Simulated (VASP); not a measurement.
# KMgF3 in VASP: notebook, part 2 of 2

VASP 6.6.1.

### Step 3. Single point, PBEsol (strain -0.030 along x and y, -0.030 along z)

Input file INCAR:

```
ALGO     = Normal         # electronic algorithm
EDIFF    = 1E-6           # SCF threshold, eV
ENCUT    = 520            # plane-wave cutoff, eV
GGA      = PS             # functional
ISIF     = 2              # what is computed and relaxed
ISMEAR   = 0              # smearing method
LASPH    = T              # aspherical terms in the spheres
LCHARG   = F              # write CHGCAR
LREAL    = F              # projectors in reciprocal space
LWAVE    = F              # write WAVECAR
NBANDS   = 24             # bands
NELM     = 60             # most SCF steps
PREC     = Accurate       # precision mode
SIGMA    = 0.05           # smearing width, eV
```

Input file KPOINTS:

```
k-points
0
Gamma
  6 6 6
```

Input file POSCAR:

```
KMgF3
1.0
    3.8663230000      0.0000000000      0.0000000000
    0.0000000000      3.8663230000      0.0000000000
    0.0000000000      0.0000000000      3.8663230000
K Mg F
1 1 3
Direct
    0.5000000000      0.5000000000      0.5000000000
    0.0000000000      0.0000000000      0.0000000000
    0.5000000000      0.0000000000      0.0000000000
    0.0000000000      0.5000000000      0.0000000000
    0.0000000000      0.0000000000      0.5000000000
```

Potentials or basis: VASP PAW PBE potentials, release 64 (K_sv, Mg, F).

Command:

```
cat potpaw_PBE.64/K_sv/POTCAR potpaw_PBE.64/Mg/POTCAR potpaw_PBE.64/F/POTCAR > POTCAR
mpirun -np 1 vasp_std > vasp.out
```

OUTCAR:

```text
EDIFF = 1E-6
   ENCUT = 520
   GGA = PS
   ISIF = 2
   ISMEAR = 0
   LASPH = T
   LREAL = F
   NELM = 60
   PREC = Accurate

 ion  position               nearest neighbor table
   1  0.500  0.500  0.500-   3 2.73   4 2.73   5 2.73   3 2.73   4 2.73   3 2.73   5 2.73   3 2.73
                             4 2.73   5 2.73   4 2.73   5 2.73   2 3.35   2 3.35   2 3.35   2 3.35
   2  0.000  0.000  0.000-   3 1.93   4 1.93   5 1.93   5 1.93   4 1.93   3 1.93   1 3.35   1 3.35
                             1 3.35   1 3.35   1 3.35   1 3.35   1 3.35   1 3.35
[... 741 lines left out ...]
  -------------------------------------------------------------------------------------
  Total        2.9798797      2.9798797      2.9798797      0.0000000     -0.0000000      0.0000000
  in kB       82.6066325     82.6066325     82.6066325      0.0000000     -0.0000000      0.0000000
  external PRESSURE =      82.6066325 kB  Pullay stress =       0.0000000 kB

 VOLUME and BASIS-vectors are now :
 -----------------------------------------------------------------------------
  energy-cutoff  :      520.00
  volume of cell :       57.80
      direct lattice vectors                 reciprocal lattice vectors
     3.866323000  0.000000000  0.000000000     0.258643678  0.000000000  0.000000000
     0.000000000  3.866323000  0.000000000     0.000000000  0.258643678  0.000000000
     0.000000000  0.000000000  3.866323000     0.000000000  0.000000000  0.258643678

 POSITION                                       TOTAL-FORCE (eV/Angst)
 -----------------------------------------------------------------------------------
      1.93316      1.93316      1.93316         0.000000      0.000000      0.000000
      0.00000      0.00000      0.00000         0.000000      0.000000      0.000000
      1.93316      0.00000      0.00000         0.000000      0.000000      0.000000
      0.00000      1.93316      0.00000         0.000000      0.000000      0.000000
      0.00000      0.00000      1.93316         0.000000      0.000000      0.000000
 -----------------------------------------------------------------------------------
    total drift:                                0.000000     -0.000000      0.000000

  FREE ENERGIE OF THE ION-ELECTRON SYSTEM (eV)
  ---------------------------------------------------
  free  energy   TOTEN  =       -25.1209696326 eV

  energy  without entropy=      -25.1209696326  energy(sigma->0) =      -25.12096963
```

Run time: 38 s. Hardware: 1 thread of Intel Xeon Platinum 8259CL at 2.50GHz (Skylake/Cascade Lake), shared host; peak memory 0.18 GiB.

Results:

| Quantity | Value |
| --- | --- |
| Free energy | -25.1210 eV |
| Pressure | 8.3 GPa |
| Band gap on the k mesh | 7.83 eV (least direct gap 8.15 eV) |

Levels at points of the mesh, in eV from the valence-band top:
```csv
k point,band 12,band 13,band 14,band 15,band 16,band 17,band 18,band 19,band 20,band 21
"(0.00, 0.00, 0.00)",-0.73,-0.73,-0.32,-0.32,-0.32,7.83,10.04,10.04,12.35,12.35
"(0.50, 0.00, 0.00)",-1.04,-0.98,-0.98,-0.59,-0.59,10.53,11.23,11.25,13.05,13.18
"(0.50, 0.50, 0.00)",-1.23,-1.22,-0.98,-0.98,-0.03,11.34,12.02,13.16,13.16,13.34
"(0.50, 0.50, 0.50)",-1.21,-1.21,0.00,0.00,0.00,10.66,10.66,10.66,14.49,14.49
```

Caveat: the cell differs from its parent crystal (strain -0.030 along x and y, -0.030 along z); the cell stands under pressure; the PAW data sets were made with another functional, which shifts forces and pressure a little.

### Step 4. Single point, PBEsol (strain -0.015 along x and y, -0.015 along z)

Input file INCAR:

```
PREC = Accurate ; ENCUT = 520
EDIFF = 1E-6 ; ISMEAR = 0
SIGMA = 0.05 ; LREAL = False
LASPH = True ; NELM = 80
ALGO = Normal ; ISIF = 2
LWAVE = False ; LCHARG = True
GGA = PS ; LELF = True
LVHAR = True ; NBANDS = 24
```

Input file KPOINTS:

```
regular mesh
0
Gamma
  6 6 6
```

POSCAR: that of step 3 with these lines changed.

```diff
@@ -2,5 +2,5 @@
 1.0
-    3.8663230000      0.0000000000      0.0000000000
-    0.0000000000      3.8663230000      0.0000000000
-    0.0000000000      0.0000000000      3.8663230000
+    3.9261115000      0.0000000000      0.0000000000
+    0.0000000000      3.9261115000      0.0000000000
+    0.0000000000      0.0000000000      3.9261115000
 K Mg F
```

Command:

```
cat potpaw_PBE.64/K_sv/POTCAR potpaw_PBE.64/Mg/POTCAR potpaw_PBE.64/F/POTCAR > POTCAR
mpirun -np 1 vasp_std > vasp.out
```

Wall time 28 s (1 thread of Intel Xeon Platinum 8259CL at 2.50GHz (Skylake/Cascade Lake), shared host); peak memory 0.18 GiB.

It converged, with:

```yaml
Free_energy: -25.2269 eV
Pressure: 3.6 GPa
Band_gap_on_the_k_mesh: 7.47 eV (least direct gap 7.79 eV)
```

Levels at points of the mesh, in eV from the valence-band top:
```csv
k point,band 14,band 15,band 16,band 17,band 18,band 19
"(0.00, 0.00, 0.00)",-0.32,-0.32,-0.32,7.47,9.99,9.99
"(0.50, 0.00, 0.00)",-0.93,-0.56,-0.56,10.24,10.75,11.12
"(0.50, 0.50, 0.00)",-0.95,-0.95,-0.02,11.07,11.80,12.88
"(0.50, 0.50, 0.50)",0.00,0.00,0.00,10.48,10.48,10.48
```

Caveat: the cell differs from its parent crystal (strain -0.015 along x and y, -0.015 along z); the cell stands under pressure; the PAW data sets were made with another functional, which shifts forces and pressure a little.

### Step 5. Summary

| cell | gap on the mesh (eV) | pressure (GPa) |
| --- | --- | --- |
| a = 4.105, b = 4.105, c = 4.046 Å, 5 atoms | 6.60 | -4.7 |
| a = 3.866 Å, 5 atoms | 7.83 | 8.3 |
| a = 3.926 Å, 5 atoms | 7.47 | 3.6 |

Alike in all rows: task single point; level PBEsol; potentials or basis VASP PAW PBE potentials, release 64 (K_sv, Mg, F); no spin polarisation; k mesh 6 × 6 × 6; cutoff (eV) 520; smearing gaussian 0.05 eV.

Caveats: the PAW data sets were made with another functional, which shifts forces and pressure a little; the cell stands under pressure (at least some runs); the cell stands under tension (at least some runs).

Total energies depend on the potentials used, so only differences within one code and one set of settings carry meaning.
